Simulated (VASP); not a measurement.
# InSb (P4/mmm) in VASP: a series of runs

InSb is run at these levels: PBE; tasks: single point.

Everything below comes from runs of VASP 6.6.1. Logs are shortened: lines on timing, memory, paths and dates and some standing lists are left out, and cuts for length are marked.

### 1 The cell of the first run

The structure is tetragonal, space group P4/mmm (No. 123). The conventional cell has a = 3.248 Å, b = 3.248 Å, c = 5.577 Å, α = 90.00°, β = 90.00°, γ = 90.00°. In (site symmetry 4/mmm) has 2 Sb at 2.79 Å and 4 In at 3.25 Å within 3.7 Å. Sb (site symmetry 4/mmm) has 2 In at 2.79 Å and 4 Sb at 3.25 Å within 3.7 Å.

### 2 Single point, PBE

The input, INCAR:

```
SYSTEM = InSb
PREC = Accurate ; ENCUT = 520
EDIFF = 1E-7 ; ISMEAR = 0
SIGMA = 0.15 ; LREAL = .False.
LASPH = .True. ; NELM = 80
ALGO = Normal ; ISIF = 2
LWAVE = .False. ; LCHARG = .False.
GGA = PE ; NBANDS = 16
```

The input, KPOINTS:

```
regular mesh
0
Gamma
  18 18 10
  0 0 0
```

The input, POSCAR:

```
InSb
1.0
    3.2479248002      0.0000000000      0.0000000000
    0.0000000000      3.2479248002      0.0000000000
    0.0000000000      0.0000000000      5.5772475975
In Sb
1 1
Direct
    0.0000000000      0.0000000000      0.0000000000
    0.0000000000      0.0000000000      0.5000000000
```

Potentials or basis: VASP PAW PBE potentials, release 64 (In_d, Sb).

On the command line:

```
$ cat potpaw_PBE.64/In_d/POTCAR potpaw_PBE.64/Sb/POTCAR > POTCAR
$ mpirun -np 1 vasp_std > vasp.out
```

OUTCAR:

```text
SYSTEM = InSb
   PREC = Accurate
   ENCUT = 520
   EDIFF = 1E-7
   ISMEAR = 0
   LREAL = .False.
   LASPH = .True.
   NELM = 80
   ISIF = 2
   GGA = PE

 ion  position               nearest neighbor table
   1  0.000  0.000  0.000-   2 2.79   2 2.79
   2  0.000  0.000  0.500-   1 2.79   1 2.79

  LATTYP: Found a simple tetragonal cell.
 ALAT       =     3.2479248002
 C/A-ratio  =     1.7171726381

  Lattice vectors:

 A1 = (   3.2479248002,   0.0000000000,   0.0000000000)
 A2 = (   0.0000000000,   3.2479248002,   0.0000000000)
 A3 = (   0.0000000000,   0.0000000000,   5.5772475975)

Analysis of symmetry for initial positions (statically):
=====================================================================
 Subroutine PRICEL returns:
 Original cell was already a primitive cell.

 Routine SETGRP: Setting up the symmetry group for a
 simple tetragonal supercell.

 Subroutine GETGRP returns: Found 16 space group operations
 (whereof 16 operations were pure point group operations)
 out of a pool of 16 trial point group operations.

The static configuration has the point symmetry D_4h.

Analysis of symmetry for dynamics (positions and initial velocities):
=====================================================================
 Subroutine PRICEL returns:
 Original cell was already a primitive cell.

 Routine SETGRP: Setting up the symmetry group for a
 simple tetragonal supercell.

 Subroutine GETGRP returns: Found 16 space group operations
 (whereof 16 operations were pure point group operations)
 out of a pool of 16 trial point group operations.

The dynamic configuration has the point symmetry D_4h.

 Subroutine INISYM returns: Found 16 space group operations
 (whereof 16 operations are pure point group operations),
 and found     1 'primitive' translations

----------------------------------------------------------------------------------------

                                     Primitive cell

  volume of cell :      58.8345

  direct lattice vectors                    reciprocal lattice vectors
     3.247924800  0.000000000  0.000000000     0.307888902  0.000000000  0.000000000
     0.000000000  3.247924800  0.000000000     0.000000000  0.307888902  0.000000000
     0.000000000  0.000000000  5.577247598     0.000000000  0.000000000  0.179299911

  length of vectors
     3.247924800  3.247924800  5.577247598     0.307888902  0.307888902  0.179299911

  position of ions in fractional coordinates (direct lattice)
     0.000000000  0.000000000  0.000000000
     0.000000000  0.000000000  0.500000000

  ion indices of the primitive-cell ions
   primitive index   ion index
                 1           1
                 2           2

----------------------------------------------------------------------------------------

 KPOINTS: regular mesh

Automatic generation of k-mesh.
 Grid dimensions read from file:
 generate k-points for:   18   18   10

 Generating k-lattice:

  Cartesian coordinates                     Fractional coordinates (reciprocal lattice)
     0.017104939  0.000000000  0.000000000     0.055555556  0.000000000  0.000000000
     0.000000000  0.017104939  0.000000000     0.000000000  0.055555556  0.000000000
     0.000000000  0.000000000  0.017929991     0.000000000  0.000000000  0.100000000

  Length of vectors
     0.017104939  0.017104939  0.017929991

  Shift w.r.t. Gamma in fractional coordinates (k-lattice)
     0.000000000  0.000000000  0.000000000

 Subroutine IBZKPT returns following result:
 ===========================================

 Found    330 irreducible k-points:

 Following reciprocal coordinates:
            Coordinates               Weight
  0.000000  0.000000  0.000000      1.000000
  0.055556  0.000000  0.000000      4.000000
  0.111111  0.000000  0.000000      4.000000
  0.166667  0.000000  0.000000      4.000000
  0.222222  0.000000  0.000000      4.000000
  0.277778  0.000000  0.000000      4.000000
[... 16 lines left out ...]
  0.277778  0.111111  0.000000      8.000000
  0.333333  0.111111  0.000000      8.000000
 [... further k-points ...]
   k-points           NKPTS =    330   k-points in BZ     NKDIM =    330   number of bands    NBANDS=     16
   number of dos      NEDOS =    301   number of ions     NIONS =      2
   total plane-waves  NPLWV =  24192
   dimension x,y,z NGX =    24 NGY =   24 NGZ =   42
   dimension x,y,z NGXF=    48 NGYF=   48 NGZF=   84
   ions per type =               1   1
   NGX,Y,Z   is equivalent  to a cutoff of  12.28, 12.28, 12.52 a.u.
   NGXF,Y,Z  is equivalent  to a cutoff of  24.57, 24.57, 25.04 a.u.
 SYSTEM =  InSb
   PREC   = accura    normal or accurate (medium, high low for compatibility)
   ISTART =      0    job   : 0-new  1-cont  2-samecut
   ICHARG =      2    charge: 1-file 2-atom 10-const
   ISPIN  =      1    spin polarized calculation?
   LNONCOLLINEAR =      F non collinear calculations
   LSORBIT =      F    spin-orbit coupling
   LASPH  =      T    aspherical Exc in radial PAW
   ENCUT  =  520.0 eV  38.22 Ry    6.18 a.u.   6.04  6.04 10.37*2*pi/ulx,y,z
   NELM   =     80;   NELMIN=  2; NELMDL= -5     # of ELM steps
   EDIFF  = 0.1E-06   stopping-criterion for ELM
   LREAL  =      F    real-space projection
   EDIFFG = 0.1E-05   stopping-criterion for IOM
   NSW    =      0    number of steps for IOM
   IBRION =     -1    ionic relax: 0-MD 1-quasi-New 2-CG
   NFREE  =      0    steps in history (QN), initial steepest desc. (CG)
   ISIF   =      2    stress and relaxation
   ISYM   =      2    0-nonsym 1-usesym 2-fastsym
   POTIM  = 0.5000    time-step for ionic-motion
   TEBEG  =    0.0;   TEEND  =   0.0 temperature during run
   PSTRESS=    0.0 pullay stress
   NELECT =      18.0000    total number of electrons
   NUPDOWN=      -1.0000    fix difference up-down
   EMIN   =  10.00;   EMAX   =-10.00  energy-range for DOS
   EFERMI =   0.00;   METHOD = LEGACY
   ISMEAR =     0;   SIGMA  =   0.15  broadening in eV -4-tet -1-fermi 0-gaus
   EFERMI_NEDOS =   21; number of points for ismear=-14 and -15
   IALGO  =     38    algorithm
   IMIX   =      4    mixing-type and parameters
     AMIX     =   0.40;   BMIX     =  1.00
     AMIX_MAG =   1.60;   BMIX_MAG =  1.00
  volume/ion in A,a.u.               =      29.42       198.52
  Fermi-wavevector in a.u.,A,eV,Ry     =   1.103117  2.084590 16.556493  1.216868
  Thomas-Fermi vector in A             =   2.239571
   LORBIT       =      0    0 simple, 1 ext, 2 COOP (PROOUT), +10 PAW based schemes
   GGA     = PE    functional components
   LHFCALC =     F    Hartree Fock is set to
   AEXX    =    0.0000 exact exchange contribution
   IVDW    =     0    specifies the selected vdW correction
   LEPSILON=     F    determine dielectric tensor
   LRPA    =     F    only Hartree local field effects (RPA)
 non-spin polarized calculation
 Gauss-broadening in eV      SIGMA  =   0.15
  energy-cutoff  :      520.00
  volume of cell :       58.83
 maximum number of plane-waves:      1616
   NGX = 13   NGY = 13   NGZ = 21

 number of electron      17.9999994 magnetization

 Free energy of the ion-electron system (eV)
  ---------------------------------------------------
  ext. energy  EPLUGINS =         0.00000000
  ---------------------------------------------------
  free energy    TOTEN  =        -6.27301655 eV

  energy without entropy =       -6.26181099  energy(sigma->0) =       -6.26741377

 E-fermi :   6.7430     XC(G=0):  -9.6340

 val. band max:        6.7396578112   @ k =   0.3889   0.0000   0.2000
 cond. band min:       6.7435536669   @ k =   0.5000   0.2222   0.0000
 fundamental gap:      0.0038958557
 Fermi energy:         6.7429974896

 k-point     1 :       0.0000    0.0000    0.0000
  band No.  band energies     occupation
      1      -8.1986      2.00000
      2      -8.1683      2.00000
      3      -7.8220      2.00000
      4      -7.8220      2.00000
      5      -7.7357      2.00000
      6      -4.6605      2.00000
[... 8 lines left out ...]
     15      15.0937      0.00000
     16      17.3994      0.00000

 k-point     2 :       0.0556    0.0000    0.0000
  band No.  band energies     occupation
      1      -8.1951      2.00000
      2      -8.1603      2.00000
      3      -7.8269      2.00000
      4      -7.8217      2.00000
      5      -7.7393      2.00000
      6      -4.6211      2.00000
[... 8 lines left out ...]
     15      15.0767      0.00000
     16      16.7287      0.00000

 k-point     3 :       0.1111    0.0000    0.0000
  band No.  band energies     occupation
      1      -8.1878      2.00000
      2      -8.1348      2.00000
      3      -7.8406      2.00000
      4      -7.8205      2.00000
      5      -7.7495      2.00000
      6      -4.5034      2.00000
[... 8 lines left out ...]
     15      15.6383      0.00000
     16      15.9360      0.00000

 k-point     4 :       0.1667    0.0000    0.0000
  band No.  band energies     occupation
      1      -8.1794      2.00000
      2      -8.0930      2.00000
      3      -7.8615      2.00000
      4      -7.8188      2.00000
      5      -7.7650      2.00000
      6      -4.3098      2.00000
[... 8 lines left out ...]
     15      15.8399      0.00000
     16      17.0474      0.00000

 k-point     5 :       0.2222    0.0000    0.0000
  band No.  band energies     occupation
      1      -8.1704      2.00000
      2      -8.0406      2.00000
      3      -7.8868      2.00000
      4      -7.8167      2.00000
      5      -7.7839      2.00000
      6      -4.0456      2.00000
[... 8 lines left out ...]
     15      16.0462      0.00000
     16      18.2794      0.00000

 k-point     6 :       0.2778    0.0000    0.0000
  band No.  band energies     occupation
      1      -8.1614      2.00000
      2      -7.9844      2.00000
      3      -7.9135      2.00000
      4      -7.8144      2.00000
      5      -7.8039      2.00000
      6      -3.7215      2.00000
[... 8 lines left out ...]
     15      16.3513      0.00000
     16      18.5793      0.00000

 k-point     7 :       0.3333    0.0000    0.0000
  band No.  band energies     occupation
      1      -8.1533      2.00000
      2      -7.9383      2.00000
      3      -7.9316      2.00000
      4      -7.8226      2.00000
      5      -7.8123      2.00000
      6      -3.3583      2.00000
[... 8 lines left out ...]
     15      16.6962      0.00000
     16      18.8747      0.00000

 k-point     8 :       0.3889    0.0000    0.0000
  band No.  band energies     occupation
      1      -8.1469      2.00000
      2      -7.9583      2.00000
      3      -7.8884      2.00000
      4      -7.8378      2.00000
      5      -7.8106      2.00000
      6      -2.9964      2.00000
[... 8 lines left out ...]
     15      17.0291      0.00000
     16      18.1859      0.00000

 k-point     9 :       0.4444    0.0000    0.0000
  band No.  band energies     occupation
      1      -8.1428      2.00000
      2      -7.9713      2.00000
      3      -7.8602      2.00000
      4      -7.8477      2.00000
      5      -7.8094      2.00000
      6      -2.7085      2.00000
[... 8 lines left out ...]
     15      17.2820      0.00000
     16      17.5495      0.00000
[... 172 lines left out ...]
 k-point    19 :       0.5000    0.0556    0.0000
  band No.  band energies     occupation
      1      -8.1338      2.00000
      2      -7.9751      2.00000
      3      -7.8564      2.00000
      4      -7.8456      2.00000
      5      -7.8135      2.00000
      6      -2.5555      2.00000
[... 8 lines left out ...]
     15      16.9263      0.00000
     16      17.3625      0.00000

 k-point    20 :       0.1111    0.1111    0.0000
  band No.  band energies     occupation
      1      -8.1689      2.00000
      2      -8.1090      2.00000
      3      -7.8405      2.00000
      4      -7.8373      2.00000
      5      -7.7639      2.00000
      6      -4.3464      2.00000
[... 8 lines left out ...]
     15      15.8779      0.00000
     16      15.9874      0.00000

 k-point    21 :       0.1667    0.1111    0.0000
  band No.  band energies     occupation
      1      -8.1557      2.00000
      2      -8.0715      2.00000
      3      -7.8598      2.00000
      4      -7.8368      2.00000
      5      -7.7804      2.00000
      6      -4.1532      2.00000
[... 8 lines left out ...]
     15      15.8891      0.00000
     16      16.3408      0.00000

 k-point    22 :       0.2222    0.1111    0.0000
  band No.  band energies     occupation
      1      -8.1441      2.00000
      2      -8.0211      2.00000
      3      -7.8849      2.00000
      4      -7.8346      2.00000
      5      -7.8004      2.00000
      6      -3.8894      2.00000
[... 8 lines left out ...]
     15      16.0835      0.00000
     16      16.6131      0.00000

 k-point    23 :       0.2778    0.1111    0.0000
  band No.  band energies     occupation
      1      -8.1339      2.00000
      2      -7.9655      2.00000
      3      -7.9113      2.00000
      4      -7.8321      2.00000
      5      -7.8215      2.00000
      6      -3.5658      2.00000
[... 8 lines left out ...]
     15      16.1955      0.00000
     16      16.9457      0.00000

 k-point    24 :       0.3333    0.1111    0.0000
  band No.  band energies     occupation
      1      -8.1251      2.00000
      2      -7.9359      2.00000
      3      -7.9126      2.00000
      4      -7.8413      2.00000
      5      -7.8298      2.00000
      6      -3.2030      2.00000
[... 8 lines left out ...]
     15      16.3212      0.00000
     16      17.2536      0.00000

 [... further k-points ...]

------------------------ aborting loop because EDIFF is reached ----------------------------------------

  FORCE on cell =-STRESS in cart. coord.  units (eV):
  Direction    XX          YY          ZZ          XY          YZ          ZX
  --------------------------------------------------------------------------------------
  -------------------------------------------------------------------------------------
  Total       -1.0854867     -1.0854867      5.3739765      0.0000000      0.0000000     -0.0000000
  in kB      -29.5599183    -29.5599183    146.3438558      0.0000000      0.0000000     -0.0000000
  external PRESSURE =      29.0746731 kB  Pullay stress =       0.0000000 kB

 VOLUME and BASIS-vectors are now :
 -----------------------------------------------------------------------------
  energy-cutoff  :      520.00
  volume of cell :       58.83
      direct lattice vectors                 reciprocal lattice vectors
     3.247924800  0.000000000  0.000000000     0.307888902  0.000000000  0.000000000
     0.000000000  3.247924800  0.000000000     0.000000000  0.307888902  0.000000000
     0.000000000  0.000000000  5.577247598     0.000000000  0.000000000  0.179299911

 POSITION                                       TOTAL-FORCE (eV/Angst)
 -----------------------------------------------------------------------------------
      0.00000      0.00000      0.00000         0.000000      0.000000      0.000000
      0.00000      0.00000      2.78862         0.000000      0.000000      0.000000
 -----------------------------------------------------------------------------------
    total drift:                                0.000000     -0.000000     -0.000000

  FREE ENERGIE OF THE ION-ELECTRON SYSTEM (eV)
  ---------------------------------------------------
  free  energy   TOTEN  =        -6.2730165534 eV

  energy  without entropy=       -6.2618109931  energy(sigma->0) =       -6.26741377
```

It took 4.5 min on 1 thread of Intel Xeon 8259CL, shared host; peak memory 0.43 GiB.

Results:

```yaml
Free_energy: -6.2730 eV
Pressure: 2.9 GPa
Band_gap_on_the_k_mesh: zero (bands 9 and 10 overlap by 4.94 eV)
```

Stress tensor (GPa, compression positive):
```
-2.96  0.00  0.00
 0.00 -2.96  0.00
 0.00  0.00 14.63
```

Caveat: the stress differs along the axes, from -3 to 15 GPa; spin-orbit coupling is left out, which moves the levels of the heavy elements.

### 3 Single point, PBE

This run uses another cell than the first one, of the same volume but with other edges.

The input, INCAR:

```
SYSTEM = InSb
ALGO     = Normal         ! electronic algorithm
EDIFF    = 1E-6           ! SCF threshold, eV
ENCUT    = 520            ! plane-wave cutoff, eV
GGA      = PE             ! functional
ISIF     = 2              ! what is computed and relaxed
ISMEAR   = 0              ! smearing method
LASPH    = .True.         ! aspherical terms in the spheres
LCHARG   = .False.        ! write CHGCAR
LREAL    = .False.        ! projectors in reciprocal space
LWAVE    = .False.        ! write WAVECAR
NBANDS   = 16             ! bands
NELM     = 100            ! most SCF steps
PREC     = Accurate       ! precision mode
SIGMA    = 0.15           ! smearing width, eV
```

The input, KPOINTS:

```
k-points
0
Gamma
  18 18 10
  0 0 0
```

The input, POSCAR:

```
InSb
1.0
    2.8952441445      0.0000000000      0.0000000000
    0.0000000000      2.8952441445      0.0000000000
    0.0000000000      0.0000000000      7.0187774477
In Sb
1 1
Direct
    0.0000000000      0.0000000000      0.0000000000
    0.0000000000      0.0000000000      0.5000000000
```

Potentials or basis: VASP PAW PBE potentials, release 64 (In_d, Sb).

On the command line:

```
$ cat potpaw_PBE.64/In_d/POTCAR potpaw_PBE.64/Sb/POTCAR > POTCAR
$ mpirun -np 1 vasp_std > vasp.out
```

Wall time 4.8 min (1 thread of Intel Xeon 8259CL, shared host); peak memory 0.44 GiB.

It converged, with:

| Item | Value |
| --- | --- |
| Free energy | -6.2316 eV |
| Pressure | 4.4 GPa |
| Band gap on the k mesh | zero (bands 9 and 10 overlap by 4.13 eV) |

Stress tensor (GPa, compression positive):
```
 9.20  0.00  0.00
 0.00  9.20  0.00
 0.00  0.00 -5.16
```

Levels at points of the mesh, in eV from the Fermi level:
```
           k point  band 7  band 8  band 9  band 10  band 11  band 12
(0.00, 0.00, 0.00)   -7.96   -4.63    1.98     5.50     5.50     5.67
(0.50, 0.00, 0.00)   -5.61   -3.49   -2.45    -1.58     2.82     5.22
(0.50, 0.50, 0.00)   -3.00   -3.00    0.78     0.78     1.37     1.47
(0.00, 0.00, 0.50)   -8.40   -2.71   -1.17     5.54     5.54     8.63
(0.50, 0.00, 0.50)   -5.54   -4.11   -2.72     0.43     2.37     4.47
(0.50, 0.50, 0.50)   -2.96   -2.96    0.19     0.57     0.57     3.00
```

Caveat: the stress differs along the axes, from -5 to 9 GPa; spin-orbit coupling is left out, which moves the levels of the heavy elements.

(Part 1 of 2 ends here.)
